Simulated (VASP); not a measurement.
A run of VASP 6.6.1 is set up as follows.

INCAR

```
SYSTEM = PtSe2
  PREC = Accurate
  ENCUT = 520
  EDIFF = 1E-6
  ISMEAR = -1
  SIGMA = 0.05
  LREAL = .False.
  LASPH = .True.
  NELM = 60
  ALGO = Normal
  ISIF = 2
  LWAVE = .False.
  LCHARG = .True.
  GGA = CA
  LELF = .True.
  LVHAR = .True.
  NBANDS = 18
```

The input KPOINTS:

```
regular mesh
0
Gamma
  8 8 5
  0 0 0
```

Contents of POSCAR:

```
PtSe2
1.0
    3.6479786689      0.0000000000      0.0000000000
   -1.8239893344      3.1592421997      0.0000000000
    0.0000000000      0.0000000000      4.9586648823
Pt Se
1 2
Direct
    0.0000000000      0.0000000000      0.0000000000
    0.6666666667      0.3333333333      0.7500000000
    0.3333333333      0.6666666667      0.2500000000
```

Potentials or basis: VASP PAW LDA potentials, release 64 (Pt, Se).

Run with:

```sh
$ cat potpaw_LDA.64/Pt/POTCAR potpaw_LDA.64/Se/POTCAR > POTCAR
$ mpirun -np 1 vasp_std > vasp.out
```

(1) Predict the largest force.

(2) What does it give for the pressure?

Answers

(1) 1.112 eV/Å.

(2) 9.6 GPa.

Caveat: forces of over 1 eV/Å act on the atoms, so gaps and moduli don't describe the material at rest.
